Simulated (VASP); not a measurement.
Input of a VASP 6.6.1 run:

File POSCAR:

```
ZrB2
1.0
    3.1672097700      0.0000000000      0.0000000000
   -1.5836048800      2.7428841200      0.0000000000
    0.0000000000      0.0000000000      3.5525817900
Zr B
1 2
Direct
    0.0000000000      0.0000000000      0.0000000000
    0.3333333300      0.6666666700      0.5000000000
    0.6666666700      0.3333333300      0.5000000000
```

The input INCAR.step1:

```
PREC = Accurate ; ENCUT = 520
ISMEAR = -1 ; SIGMA = 0.1
LREAL = False ; LASPH = True
NELM = 100 ; NBANDS = 16
GGA = PE ; ALGO = Normal
EDIFF = 1E-4 ; LWAVE = True
LCHARG = False
```

File INCAR.step2:

```
PREC = Accurate ; ENCUT = 520
EDIFF = 1E-6 ; ISMEAR = -1
SIGMA = 0.1 ; LREAL = False
LASPH = True ; NELM = 100
ALGO = Normal ; ISIF = 2
LWAVE = False ; LCHARG = True
METAGGA = R2SCAN ; LMIXTAU = True
LELF = True ; LVHAR = True
NBANDS = 16 ; ISTART = 1
```

File KPOINTS:

```
Automatic mesh
0
Gamma
  12 12 10
```

Potentials or basis: VASP PAW PBE potentials, release 64 (Zr_sv, B).

Command:

```console
$ cat potpaw_PBE.64/Zr_sv/POTCAR potpaw_PBE.64/B/POTCAR > POTCAR
$ cp INCAR.step1 INCAR
$ mpirun -np 1 vasp_std > vasp.out
$ cp INCAR.step2 INCAR
$ mpirun -np 1 vasp_std > vasp.out
```

Q: What does it give for the pressure?

A: 0.0 GPa.

Q: What does it give for the band gap on the k mesh?

A: Zero (band 9 reaches 11.20 eV, above the bottom of band 10 at 9.99 eV).

Stress tensor (GPa, compression positive):
```
 0.08  0.00  0.00
 0.00  0.08  0.00
 0.00  0.00 -0.04
```

Caveat: the PAW data sets were made with another functional, which shifts forces and pressure a little.
